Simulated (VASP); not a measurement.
# CaO (Cmcm) in VASP: a series of runs, part 2 of 2

VASP 6.6.1. Earlier steps stand in the parts before.

## 3. Single point, PBE

File INCAR:

```
SYSTEM = CaO
PREC = Accurate
ENCUT = 520
EDIFF = 1E-6
ISMEAR = 0
SIGMA = 0.05
LREAL = .False.
LASPH = .True.
NELM = 80
ALGO = Normal
ISIF = 2
LWAVE = .False.
LCHARG = .True.
GGA = PE
LELF = .True.
LVHAR = .True.
NBANDS = 24
```

File KPOINTS:

```
Automatic mesh
0
Gamma
  9 9 6
  0 0 0
```

File POSCAR:

```
CaO
1.0
    3.7776089904      0.0000000000      0.0000000000
   -1.8888044952      3.5260675190      0.0000000000
    0.0000000000      0.0000000000      5.0000688124
Ca O
2 2
Direct
    0.3333333333      0.6666666667      0.7500000000
    0.6666666667      0.3333333333      0.2500000000
    0.3333333333      0.6666666667      0.2500000000
    0.6666666667      0.3333333333      0.7500000000
```

Potentials or basis: VASP PAW PBE potentials, release 64 (Ca_sv, O).

Command:

```console
$ cat potpaw_PBE.64/Ca_sv/POTCAR potpaw_PBE.64/O/POTCAR > POTCAR
$ mpirun -np 1 vasp_std > vasp.out
```

OUTCAR:

```text
SYSTEM = CaO
   PREC = Accurate
   ENCUT = 520
   EDIFF = 1E-6
   ISMEAR = 0
   LREAL = .False.
   LASPH = .True.
   NELM = 80
   ISIF = 2
   GGA = PE

 ion  position               nearest neighbor table
   1  0.333  0.667  0.750-   4 2.22   4 2.22   4 2.35   3 2.50   3 2.50
   2  0.667  0.333  0.250-   3 2.22   3 2.22   3 2.35   4 2.50   4 2.50
   3  0.333  0.667  0.250-   2 2.22   2 2.22   2 2.35   1 2.50   1 2.50
   4  0.667  0.333  0.750-   1 2.22   1 2.22   1 2.35   2 2.50   2 2.50

  LATTYP: Found a base centered orthorhombic cell.
 ALAT       =     3.7776089904
 B/A-ratio  =     1.8668250356
 C/A-ratio  =     1.3236067643

  Lattice vectors:

 A1 = (   1.8888044952,  -3.5260675190,   0.0000000000)
 A2 = (   1.8888044952,   3.5260675190,   0.0000000000)
 A3 = (   0.0000000000,   0.0000000000,   5.0000688124)

Analysis of symmetry for initial positions (statically):
=====================================================================
 Subroutine PRICEL returns:
 Original cell was already a primitive cell.

 Routine SETGRP: Setting up the symmetry group for a
 base centered orthorhombic supercell.

 Subroutine GETGRP returns: Found  8 space group operations
 (whereof  4 operations were pure point group operations)
[... 166 lines left out ...]
  free energy    TOTEN  =       -25.23947252 eV

  energy without entropy =      -25.23947252  energy(sigma->0) =      -25.23947252

 E-fermi :   1.5375     XC(G=0):  -9.3668

 val. band max:        1.2133335226   @ k =   0.0000   0.0000   0.0000
 cond. band min:       4.4770140428   @ k =   0.0000   0.0000   0.0000
 fundamental gap:      3.2636805203
 Fermi energy:         1.5375359812

 k-point     1 :       0.0000    0.0000    0.0000
  band No.  band energies     occupation
      1     -36.3695      2.00000
      2     -36.2602      2.00000
      3     -17.7153      2.00000
      4     -17.4419      2.00000
      5     -17.4356      2.00000
      6     -17.2925      2.00000
[... 637 lines left out ...]
     23       9.5263      0.00000
     24       9.6528      0.00000

 [... further k-points ...]
[... 5 lines left out ...]
  --------------------------------------------------------------------------------------
  -------------------------------------------------------------------------------------
  Total        2.8598749      0.1751685     -1.5160803      0.0000000      0.0000000      0.0000000
  in kB       68.7977134      4.2138886    -36.4711255      0.0000000      0.0000000      0.0000000
  external PRESSURE =      12.1801588 kB  Pullay stress =       0.0000000 kB

 VOLUME and BASIS-vectors are now :
 -----------------------------------------------------------------------------
  energy-cutoff  :      520.00
  volume of cell :       66.60
      direct lattice vectors                 reciprocal lattice vectors
     3.777608990  0.000000000  0.000000000     0.264717710  0.141801028  0.000000000
    -1.888804495  3.526067519  0.000000000     0.000000000  0.283602057  0.000000000
     0.000000000  0.000000000  5.000068812     0.000000000  0.000000000  0.199997248

 POSITION                                       TOTAL-FORCE (eV/Angst)
 -----------------------------------------------------------------------------------
     -0.00000      2.35071      3.75005         0.000000      0.497746     -0.000000
      1.88880      1.17536      1.25002        -0.000000     -0.497746      0.000000
     -0.00000      2.35071      1.25002        -0.000000      0.411161      0.000000
      1.88880      1.17536      3.75005         0.000000     -0.411161      0.000000
 -----------------------------------------------------------------------------------
    total drift:                               -0.000000      0.000000     -0.000000

  FREE ENERGIE OF THE ION-ELECTRON SYSTEM (eV)
  ---------------------------------------------------
  free  energy   TOTEN  =       -25.2394725172 eV

  energy  without entropy=      -25.2394725172  energy(sigma->0) =      -25.23947252
```

OSZICAR:

```text
N       E                     dE             d eps       ncg     rms          rms(c)
DAV:   1     0.325549352618E+03    0.32555E+03   -0.16446E+04  4800   0.133E+03
DAV:   2    -0.328363773938E+01   -0.32883E+03   -0.31066E+03  5592   0.389E+02
DAV:   3    -0.290777990881E+02   -0.25794E+02   -0.25607E+02  7832   0.104E+02
DAV:   4    -0.299823692302E+02   -0.90457E+00   -0.90319E+00  6688   0.173E+01
DAV:   5    -0.300053775345E+02   -0.23008E-01   -0.23007E-01  6928   0.207E+00    0.132E+01
DAV:   6    -0.253480755436E+02    0.46573E+01   -0.22179E+01  6736   0.302E+01    0.547E+00
DAV:   7    -0.252769190061E+02    0.71157E-01   -0.25520E+00  6216   0.106E+01    0.285E+00
DAV:   8    -0.252491301233E+02    0.27789E-01   -0.37547E-01  6728   0.471E+00    0.989E-01
DAV:   9    -0.252357390493E+02    0.13391E-01   -0.11112E-01  6112   0.201E+00    0.230E-01
DAV:  10    -0.252396581755E+02   -0.39191E-02   -0.11078E-02  5344   0.719E-01    0.149E-01
DAV:  11    -0.252396507197E+02    0.74559E-05   -0.65993E-03  6216   0.445E-01    0.108E-01
DAV:  12    -0.252394684680E+02    0.18225E-03   -0.11234E-03  5536   0.241E-01    0.123E-02
DAV:  13    -0.252394715486E+02   -0.30806E-05   -0.50534E-05  6568   0.528E-02    0.650E-03
DAV:  14    -0.252394727529E+02   -0.12043E-05   -0.57937E-06  5128   0.156E-02    0.201E-03
DAV:  15    -0.252394725172E+02    0.23571E-06   -0.43516E-07  4272   0.561E-03
   1 F= -.25239473E+02 E0= -.25239473E+02  d E =-.319714E-22
```

It took 68 s on 1 thread of Intel Xeon 6975P-C (Granite Rapids), shared host; peak memory 0.27 GiB.

Results:

- Free energy: -25.2395 eV
- Pressure: 1.2 GPa
- Largest force: 0.498 eV/Å
- Band gap on the k mesh: 3.26 eV

Forces in eV/Å, atoms in the order of the input:
```
Ca   0.000  0.498  0.000
Ca   0.000 -0.498  0.000
O    0.000  0.411  0.000
O    0.000 -0.411  0.000
```

Caveat: the cell differs from its parent crystal (strain +e along x and -e along y -0.0367, strain +e along z and -e/2 along x and y +0.0400); an odd mesh through Γ misses points on the zone boundary, where band edges can lie.
